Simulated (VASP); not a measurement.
# ScSi2O3 (P-62m) in VASP: a series of runs

Runs on ScSi2O3. Level: PBE. Tasks: relaxation of cell and atoms, single point.

Everything below comes from runs of VASP 6.6.1. Logs are shortened: lines on timing, memory, paths and dates and some standing lists are left out, and cuts for length are marked.

## 1. The cell of the first run

It takes space group P-62m (No. 189, hexagonal). Conventional cell: a = 5.764 Å, b = 5.764 Å, c = 2.738 Å, α = 90.00°, β = 90.00°, γ = 120.00°. Sc (site symmetry -62m) has 3 O at 2.02 Å within 2.7 Å. Si (site symmetry -6) has 3 O at 1.87 Å within 2.5 Å. O (site symmetry m2m) has 2 Si at 1.87 Å and 1 Sc at 2.02 Å within 2.5 Å.

## 2. Relaxation of cell and atoms, PBE

Input file INCAR:

```
SYSTEM = ScSi2O3
ALGO = Normal ; EDIFF = 1E-6
EDIFFG = -0.04 ; ENCUT = 600
GGA = PE ; IBRION = 2
ISIF = 3 ; ISMEAR = 0
LASPH = .True. ; LCHARG = .False.
LREAL = .False. ; LWAVE = .False.
NELM = 60 ; NSW = 90
PREC = Accurate ; SIGMA = 0.1
```

Input file KPOINTS:

```
k-points
0
Gamma
  3 3 6
  0 0 0
```

Input file POSCAR:

```
ScSi2O3
1.0
    5.7641338034      0.0000000000      0.0000000000
   -2.8820669017      4.9918863045      0.0000000000
    0.0000000000      0.0000000000      2.7379194735
Sc Si O
1 2 3
Direct
    0.0000000000      0.0000000000      0.5000000000
    0.3333333333      0.6666666667      0.5000000000
    0.6666666667      0.3333333333      0.5000000000
    0.3506893292      0.0000000000      0.5000000000
    0.0000000000      0.3506893292      0.5000000000
    0.6493106708      0.6493106708      0.5000000000
```

Potentials or basis: VASP PAW PBE potentials, release 64 (Sc_sv, Si, O).

The run is started by

```
$ cat potpaw_PBE.64/Sc_sv/POTCAR potpaw_PBE.64/Si/POTCAR potpaw_PBE.64/O/POTCAR > POTCAR
$ mpirun -np 1 vasp_std > vasp.out
```

OUTCAR:

```text
SYSTEM = ScSi2O3
   EDIFF = 1E-6
   EDIFFG = -0.04
   ENCUT = 600
   GGA = PE
   IBRION = 2
   ISIF = 3
   ISMEAR = 0
   LASPH = .True.
   LREAL = .False.
   NELM = 60
   NSW = 90
   PREC = Accurate

 ion  position               nearest neighbor table
   1  0.000  0.000  0.500-   5 2.02   6 2.02   4 2.02
   2  0.333  0.667  0.500-   4 1.87   5 1.87   6 1.87
   3  0.667  0.333  0.500-   5 1.87   4 1.87   6 1.87
   4  0.351  0.000  0.500-   2 1.87   3 1.87   1 2.02
   5  0.000  0.351  0.500-   3 1.87   2 1.87   1 2.02
   6  0.649  0.649  0.500-   3 1.87   2 1.87   1 2.02

  LATTYP: Found a hexagonal cell.
 ALAT       =     5.7641338034
 C/A-ratio  =     0.4749923522

  Lattice vectors:

 A1 = (   5.7641338034,   0.0000000000,   0.0000000000)
 A2 = (  -2.8820669017,   4.9918863045,   0.0000000000)
 A3 = (   0.0000000000,   0.0000000000,   2.7379194735)

Analysis of symmetry for initial positions (statically):
=====================================================================
 Subroutine PRICEL returns:
 Original cell was already a primitive cell.

 Routine SETGRP: Setting up the symmetry group for a
 hexagonal supercell.

 Subroutine GETGRP returns: Found 12 space group operations
 (whereof 12 operations were pure point group operations)
 out of a pool of 24 trial point group operations.

The static configuration has the point symmetry D_3h.

Analysis of symmetry for dynamics (positions and initial velocities):
=====================================================================
 Subroutine PRICEL returns:
 Original cell was already a primitive cell.

 Routine SETGRP: Setting up the symmetry group for a
 hexagonal supercell.

 Subroutine GETGRP returns: Found 12 space group operations
 (whereof 12 operations were pure point group operations)
 out of a pool of 24 trial point group operations.

The dynamic configuration has the point symmetry D_3h.

 Subroutine INISYM returns: Found 12 space group operations
 (whereof 12 operations are pure point group operations),
 and found     1 'primitive' translations

----------------------------------------------------------------------------------------

                                     Primitive cell

  volume of cell :      78.7806

  direct lattice vectors                    reciprocal lattice vectors
     5.764133803  0.000000000  0.000000000     0.173486604  0.100162538  0.000000000
    -2.882066902  4.991886305  0.000000000     0.000000000  0.200325075  0.000000000
     0.000000000  0.000000000  2.737919473     0.000000000  0.000000000  0.365240837

  length of vectors
     5.764133803  5.764133803  2.737919473     0.200325075  0.200325075  0.365240837

  position of ions in fractional coordinates (direct lattice)
     0.000000000  0.000000000  0.500000000
     0.333333333  0.666666667  0.500000000
     0.666666667  0.333333333  0.500000000
     0.350689329  0.000000000  0.500000000
     0.000000000  0.350689329  0.500000000
     0.649310671  0.649310671  0.500000000

  ion indices of the primitive-cell ions
   primitive index   ion index
                 1           1
                 2           2
                 3           3
                 4           4
                 5           5
                 6           6

----------------------------------------------------------------------------------------

 KPOINTS: k-points

Automatic generation of k-mesh.
 Grid dimensions read from file:
 generate k-points for:    3    3    6

 Generating k-lattice:

  Cartesian coordinates                     Fractional coordinates (reciprocal lattice)
     0.057828868  0.033387513  0.000000000     0.333333333  0.000000000  0.000000000
     0.000000000  0.066775025  0.000000000     0.000000000  0.333333333  0.000000000
     0.000000000  0.000000000  0.060873473     0.000000000  0.000000000  0.166666667

  Length of vectors
     0.066775025  0.066775025  0.060873473

  Shift w.r.t. Gamma in fractional coordinates (k-lattice)
     0.000000000  0.000000000  0.000000000

 Subroutine IBZKPT returns following result:
 ===========================================

 Found     12 irreducible k-points:

 Following reciprocal coordinates:
            Coordinates               Weight
  0.000000  0.000000  0.000000      1.000000
  0.333333  0.000000  0.000000      6.000000
  0.333333  0.333333  0.000000      2.000000
  0.000000  0.000000  0.166667      2.000000
  0.333333  0.000000  0.166667     12.000000
  0.333333  0.333333  0.166667      4.000000
  0.000000  0.000000  0.333333      2.000000
  0.333333  0.000000  0.333333     12.000000
  0.333333  0.333333  0.333333      4.000000
  0.000000  0.000000  0.500000      1.000000
  0.333333  0.000000  0.500000      6.000000
  0.333333  0.333333  0.500000      2.000000
   k-points           NKPTS =     12   k-points in BZ     NKDIM =     12   number of bands    NBANDS=     22
   number of dos      NEDOS =    301   number of ions     NIONS =      6
   total plane-waves  NPLWV =  55296
   dimension x,y,z NGX =    48 NGY =   48 NGZ =   24
   dimension x,y,z NGXF=    96 NGYF=   96 NGZF=   48
   ions per type =               1   2   3
   NGX,Y,Z   is equivalent  to a cutoff of  13.84, 13.84, 14.57 a.u.
   NGXF,Y,Z  is equivalent  to a cutoff of  27.69, 27.69, 29.15 a.u.
 SYSTEM =  ScSi2O3
   PREC   = accura    normal or accurate (medium, high low for compatibility)
   ISTART =      0    job   : 0-new  1-cont  2-samecut
   ICHARG =      2    charge: 1-file 2-atom 10-const
   ISPIN  =      1    spin polarized calculation?
   LNONCOLLINEAR =      F non collinear calculations
   LSORBIT =      F    spin-orbit coupling
   LASPH  =      T    aspherical Exc in radial PAW
   ENCUT  =  600.0 eV  44.10 Ry    6.64 a.u.  11.51 11.51  5.47*2*pi/ulx,y,z
   NELM   =     60;   NELMIN=  2; NELMDL= -5     # of ELM steps
   EDIFF  = 0.1E-05   stopping-criterion for ELM
   LREAL  =      F    real-space projection
   EDIFFG = -.4E-01   stopping-criterion for IOM
   NSW    =     90    number of steps for IOM
   IBRION =      2    ionic relax: 0-MD 1-quasi-New 2-CG
   NFREE  =      1    steps in history (QN), initial steepest desc. (CG)
   ISIF   =      3    stress and relaxation
   ISYM   =      2    0-nonsym 1-usesym 2-fastsym
   POTIM  = 0.5000    time-step for ionic-motion
   TEBEG  =    0.0;   TEEND  =   0.0 temperature during run
   PSTRESS=    0.0 pullay stress
   NELECT =      37.0000    total number of electrons
   NUPDOWN=      -1.0000    fix difference up-down
   EMIN   =  10.00;   EMAX   =-10.00  energy-range for DOS
   EFERMI =   0.00;   METHOD = LEGACY
   ISMEAR =     0;   SIGMA  =   0.10  broadening in eV -4-tet -1-fermi 0-gaus
   EFERMI_NEDOS =   21; number of points for ismear=-14 and -15
   IALGO  =     38    algorithm
   IMIX   =      4    mixing-type and parameters
     AMIX     =   0.40;   BMIX     =  1.00
     AMIX_MAG =   1.60;   BMIX_MAG =  1.00
  volume/ion in A,a.u.               =      13.13        88.61
  Fermi-wavevector in a.u.,A,eV,Ry     =   1.272533  2.404738 22.032450  1.619339
  Thomas-Fermi vector in A             =   2.405406
   LORBIT       =      0    0 simple, 1 ext, 2 COOP (PROOUT), +10 PAW based schemes
   GGA     = PE    functional components
   LHFCALC =     F    Hartree Fock is set to
   AEXX    =    0.0000 exact exchange contribution
   IVDW    =     0    specifies the selected vdW correction
   LEPSILON=     F    determine dielectric tensor
   LRPA    =     F    only Hartree local field effects (RPA)
 conjugate gradient relaxation of ions
 non-spin polarized calculation
 Gauss-broadening in eV      SIGMA  =   0.10
  energy-cutoff  :      600.00
  volume of cell :       78.78
 maximum number of plane-waves:      2642
 NGX is ok and might be reduce to    48
   NGX = 23   NGY = 23   NGZ = 11

--------------------------------------- Ionic step        1  -------------------------------------------

 number of electron      36.9999995 magnetization

 Free energy of the ion-electron system (eV)
  ---------------------------------------------------
  ext. energy  EPLUGINS =         0.00000000
  ---------------------------------------------------
  free energy    TOTEN  =       -40.37738685 eV

  energy without entropy =      -40.37534657  energy(sigma->0) =      -40.37636671

------------------------ aborting loop because EDIFF is reached ----------------------------------------

  FORCE on cell =-STRESS in cart. coord.  units (eV):
  Direction    XX          YY          ZZ          XY          YZ          ZX
  --------------------------------------------------------------------------------------
  -------------------------------------------------------------------------------------
  Total       -0.1315950     -0.1315950      1.9446055      0.0000000      0.0000000      0.0000000
  in kB       -2.6762730     -2.6762730     39.5478317      0.0000000      0.0000000      0.0000000
  external PRESSURE =      11.3984286 kB  Pullay stress =       0.0000000 kB
[... 145 lines left out ...]
  energy  without entropy=      -40.4069606377  energy(sigma->0) =      -40.40762560

--------------------------------------- Ionic step        5  -------------------------------------------

 number of electron      36.9999995 magnetization

 Free energy of the ion-electron system (eV)
  ---------------------------------------------------
  ext. energy  EPLUGINS =         0.00000000
  ---------------------------------------------------
  free energy    TOTEN  =       -40.40863090 eV

  energy without entropy =      -40.40706372  energy(sigma->0) =      -40.40784731

 E-fermi :   6.6085     XC(G=0): -10.2946

 val. band max:        6.5415067359   @ k =   0.0000   0.0000   0.0000
 cond. band min:       6.7164108522   @ k =   0.0000   0.0000   0.5000
 fundamental gap:      0.1749041163
 Fermi energy:         6.6084602502

 k-point     1 :       0.0000    0.0000    0.0000
  band No.  band energies     occupation
      1     -43.4299      2.00000
      2     -22.3513      2.00000
      3     -22.3513      2.00000
      4     -21.5029      2.00000
      5     -14.8508      2.00000
      6     -13.9337      2.00000
[... 322 lines left out ...]
  FREE ENERGIE OF THE ION-ELECTRON SYSTEM (eV)
  ---------------------------------------------------
  free  energy   TOTEN  =       -40.4086309038 eV

  energy  without entropy=      -40.4070637153  energy(sigma->0) =      -40.40784731

 reached required accuracy - stopping structural energy minimisation
```

Wall time 42 s (1 thread of Intel Xeon 6975P-C (Granite Rapids), shared host); peak memory 0.24 GiB.

Results:

| Property | Result |
| --- | --- |
| Free energy | -40.4086 eV |
| Relaxed volume | 13.37 Å³/atom |
| Relaxed cell | a = 5.755 Å, b = 5.755 Å, c = 2.796 Å, α = 90.00°, β = 90.00°, γ = 120.00° |
| Space group after relaxing (to 0.05 Å) | P-62m (No. 189) |
| Energy gained by relaxing | 5.2 meV/atom |
| Ionic steps | 5 |
| Pressure after relaxing | -0.1 GPa |
| Largest force after relaxing | 0.014 eV/Å |

Forces on the atoms (eV/Å):
```
Sc   0.000  0.000  0.000
Si   0.000  0.000  0.000
Si   0.000  0.000  0.000
O    0.014  0.000  0.000
O   -0.007  0.012  0.000
O   -0.007 -0.012  0.000
```

The path:
```csv
step,energy change (eV),largest force (eV/Å),pressure (GPa),volume (Å³)
1,0.0000,0.3035,1.14,78.78
2,-0.0283,0.1235,0.24,79.84
3,-0.0309,0.0519,-0.08,80.27
4,-0.0309,0.0477,-0.10,80.30
5,-0.0312,0.0143,-0.06,80.21
```

Final structure:
```
Sc Si O
1.0
     5.75508    0.00000    0.00000
    -2.87754    4.98404    0.00000
     0.00000    0.00000    2.79635
Sc Si O
1 2 3
Cartesian
  0.0000 0.0000 1.3982
  0.0000 3.3227 1.3982
  2.8775 1.6613 1.3982
  2.0418 0.0000 1.3982
  4.7342 1.7683 1.3982
  1.8566 3.2158 1.3982
```

Levels at points of the mesh, in eV from the Fermi level:
```csv
k point,band 16,band 17,band 18,band 19,band 20,band 21
"(0.00, 0.00, 0.00)",-3.65,-3.65,-1.30,-0.07,0.96,0.96
"(0.00, 0.00, 0.50)",-6.10,-2.49,-0.38,0.11,0.11,0.12
```

Caveat: the k points lie up to 0.42 Å⁻¹ apart in the final cell; an odd number of electrons without spin polarisation forces a metal; a magnetic or distorted state may lie lower.

## 3. Relaxation of cell and atoms, PBE

This run uses another cell than the first one, of 14.61 Å³/atom, 1.113 times its volume.

Input file INCAR:

```
SYSTEM = ScSi2O3
  ALGO = Normal
  EDIFF = 1E-6
  EDIFFG = -0.04
  ENCUT = 600
  GGA = PE
  IBRION = 2
  ISIF = 3
  ISMEAR = 0
  LASPH = .TRUE.
  LCHARG = .FALSE.
  LREAL = .FALSE.
  LWAVE = .FALSE.
  NELM = 60
  NSW = 90
  PREC = Accurate
  SIGMA = 0.1
```

Input file KPOINTS:

```
k-points
0
G
  6 6 4
  0 0 0
```

Input file POSCAR:

```
ScSi2O3
1.0
    4.2124495600      0.0000000000      0.0000000000
   -2.1062247800      3.6480883300      0.0000000000
    0.0000000000      0.0000000000      5.7045518700
Sc Si O
1 2 3
Direct
    0.0000000000      0.0000000000      0.5000000000
    0.3333333300      0.6666666700      0.5000000000
    0.6666666700      0.3333333300      0.5000000000
    0.4140868900      0.0000000000      0.5000000000
    0.0000000000      0.4140868900      0.5000000000
    0.5859131100      0.5859131100      0.5000000000
```

Potentials or basis: VASP PAW PBE potentials, release 64 (Sc_sv, Si, O).

The run is started by

```
$ cat potpaw_PBE.64/Sc_sv/POTCAR potpaw_PBE.64/Si/POTCAR potpaw_PBE.64/O/POTCAR > POTCAR
$ mpirun -np 1 vasp_std > vasp.out
```

OUTCAR:

```text
SYSTEM = ScSi2O3
   EDIFF = 1E-6
   EDIFFG = -0.04
   ENCUT = 600
   GGA = PE
   IBRION = 2
   ISIF = 3
   ISMEAR = 0
   LASPH = .TRUE.
   LREAL = .FALSE.
   NELM = 60
   NSW = 90
   PREC = Accurate

 ion  position               nearest neighbor table
   1  0.000  0.000  0.500-   5 1.74   6 1.74   4 1.74   3 2.43   2 2.43   2 2.43   3 2.43   3 2.43
                             2 2.43   5 2.47   6 2.47   4 2.47
   2  0.333  0.667  0.500-   4 1.27   5 1.27   6 1.27   3 2.43   1 2.43   3 2.43   1 2.43   1 2.43
                             3 2.43
   3  0.667  0.333  0.500-   5 1.27   4 1.27   6 1.27   2 2.43   1 2.43   2 2.43   1 2.43   1 2.43
                             2 2.43
   4  0.414  0.000  0.500-   2 1.27   3 1.27   1 1.74   1 2.47
   5  0.000  0.414  0.500-   3 1.27   2 1.27   1 1.74   1 2.47
   6  0.586  0.586  0.500-   3 1.27   2 1.27   1 1.74   1 2.47

 -----------------------------------------------------------------------------
|                                                                             |
[... 1914 lines left out ...]
     21       6.5424      0.00000
     22       6.5424      0.00000

[... ionic steps 4 to 39 ...]

--------------------------------------- Ionic step       40  -------------------------------------------

 number of electron      36.9999997 magnetization

------------------------ aborting loop because EDIFF is reached ----------------------------------------
[... 75 lines left out ...]
--------------------------------------- Ionic step       42  -------------------------------------------

 number of electron      36.9999996 magnetization

 Free energy of the ion-electron system (eV)
  ---------------------------------------------------
  ext. energy  EPLUGINS =         0.00000000
  ---------------------------------------------------
  free energy    TOTEN  =       -39.65588264 eV

  energy without entropy =      -39.64143896  energy(sigma->0) =      -39.64866080

 E-fermi :   7.5683     XC(G=0): -10.6191

 val. band max:        7.5492811729   @ k =   0.1667   0.1667   0.5000
 cond. band min:       7.6559426669   @ k =   0.3333   0.3333   0.2500
 fundamental gap:      0.1066614940
 Fermi energy:         7.5682747550
[... 556 lines left out ...]
  FREE ENERGIE OF THE ION-ELECTRON SYSTEM (eV)
  ---------------------------------------------------
  free  energy   TOTEN  =       -39.6558826413 eV

  energy  without entropy=      -39.6414389615  energy(sigma->0) =      -39.64866080

 reached required accuracy - stopping structural energy minimisation
```

CONTCAR:

```text
ScSi2O3
   1.00000000000000
     5.6662179788550215   -0.0000000000000000   -0.0000000000000000
    -2.8331089894275108    4.9070887106404921    0.0000000000000000
    -0.0000000000000000   -0.0000000000000000    2.6974879126272069
  Sc              Si              O
     1     2     3
Direct
     0.0000000000000000    0.0000000000000000    0.5000000000000000
     0.3333333300000021    0.6666666699999979    0.5000000000000000
     0.6666666699999979    0.3333333300000021    0.5000000000000000
     0.3564831960319944    0.0000000000000000    0.5000000000000000
     0.0000000000067702    0.3564831960455346    0.5000000000000000
     0.6435168039612356    0.6435168039544656    0.5000000000000000

  0.00000000E+00  0.00000000E+00  0.00000000E+00
  0.00000000E+00  0.00000000E+00  0.00000000E+00
  0.00000000E+00  0.00000000E+00  0.00000000E+00
  0.00000000E+00  0.00000000E+00  0.00000000E+00
  0.00000000E+00  0.00000000E+00  0.00000000E+00
  0.00000000E+00  0.00000000E+00  0.00000000E+00
```

It took 16 min on 1 thread of Intel Xeon 6975P-C (Granite Rapids), shared host; peak memory 0.28 GiB.

What came out:

* Free energy: -39.6559 eV
* Relaxed volume: 12.50 Å³/atom
* Relaxed cell: a = 5.666 Å, b = 5.666 Å, c = 2.697 Å, α = 90.00°, β = 90.00°, γ = 120.00°
* Space group after relaxing (to 0.05 Å): P-62m (No. 189)
* Energy gained by relaxing: 7281.9 meV/atom
* Ionic steps: 42
* Pressure after relaxing: -0.1 GPa
* Largest force after relaxing: 0.010 eV/Å

Forces on the atoms (eV/Å):
```
Sc   0.000  0.000  0.000
Si   0.000  0.000  0.000
Si   0.000  0.000  0.000
O   -0.010  0.000  0.000
O    0.005 -0.009  0.000
O    0.005  0.009  0.000
```

Stress tensor (GPa, compression positive):
```
-0.03  0.00  0.00
 0.00 -0.03  0.00
 0.00  0.00 -0.12
```

Step by step:
```csv
step,energy change (eV),largest force (eV/Å),pressure (GPa),volume (Å³)
1,0.0000,9.9193,206.98,87.66
3,-34.4760,0.9999,-21.37,221.06
5,-40.4479,0.4660,-2.02,167.00
7,-40.4633,0.7173,0.46,162.54
9,-40.5758,0.2091,-2.18,159.63
11,-40.7059,0.1573,0.76,143.96
13,-40.7170,0.1584,1.80,139.62
15,-40.8224,0.3273,1.93,132.99
17,-41.6392,0.9335,3.18,103.93
19,-42.1171,1.0757,3.73,93.73
21,-42.7356,1.3637,10.28,77.40
23,-42.8294,1.3368,8.98,76.79
25,-42.9730,1.3279,6.36,75.52
27,-43.1333,1.0738,-3.66,79.90
29,-43.3352,0.9209,-3.19,79.24
31,-43.3614,1.6900,9.27,76.33
33,-43.6428,0.0480,1.88,77.46
35,-43.6732,0.0842,-1.08,78.34
37,-43.6868,0.0458,-0.19,76.86
39,-43.6907,0.0494,-0.39,75.27
41,-43.6898,0.0415,0.86,74.56
42,-43.6915,0.0101,-0.06,75.00
```

Final structure:
```yaml
crystal:
  lattice:
    - [5.66622, 0.00000, 0.00000]
    - [-2.83311, 4.90709, 0.00000]
    - [0.00000, 0.00000, 2.69749]
  atoms:
    - { symbol: Sc, position: [0.00000, 0.00000, 0.50000] }
    - { symbol: Si, position: [0.33333, 0.66667, 0.50000] }
    - { symbol: Si, position: [0.66667, 0.33333, 0.50000] }
    - { symbol: O, position: [0.35648, 0.00000, 0.50000] }
    - { symbol: O, position: [0.00000, 0.35648, 0.50000] }
    - { symbol: O, position: [0.64352, 0.64352, 0.50000] }
```

Caveat: an odd number of electrons without spin polarisation forces a metal; a magnetic or distorted state may lie lower.

(Continued in part 2 of 2.)
